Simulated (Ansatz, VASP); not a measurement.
**MoS2: VASP beside Ansatz**

```
Mo S
1.0
     3.28125    0.00000    0.00000
    -1.64063    2.84165    0.00000
     0.00000    0.00000    6.23855
Mo S
1 2
Direct
  0.00000 0.00000 0.50000
  0.33333 0.66667 0.25893
  0.66667 0.33333 0.74107
```

Alike in both runs: task single point; functional r2SCAN; k mesh 4 × 4 × 2; no spin polarisation.

|  | VASP | Ansatz |
| --- | --- | --- |
| version | VASP 6.6.1 | Ansatz 0.2.0 |
| potentials or method | VASP PAW PBE potentials, release 64 (Mo_sv, S) | plane waves, PAW |
| plane-wave cutoff (eV) | 520 | 500 |
| occupations | gaussian, width 0.1 eV | gaussian |
| valence electrons in the cell | 26 | 26 |

|  | VASP | Ansatz | Ansatz less VASP |
| --- | --- | --- | --- |
| gap on the k mesh at the Fermi level (eV) | none | none | - |
| pressure (GPa) | -0.1 | -0.2 | -0.04 |
| traceless stress, the component that is largest in VASP (GPa) | -0.14 | -0.11 | +0.029 |
| rms of the force components (eV/Å) | 0.017 | 0.015 | -0.0022 |

VASP's potentials were made for PBE, not for r2SCAN. Atom by atom the forces differ by 0.002 eV/Å (rms over components). A gap of «none» marks a metal or a gap that the smearing closes.

The k mesh is coarse, so the values compare programs but aren't converged.
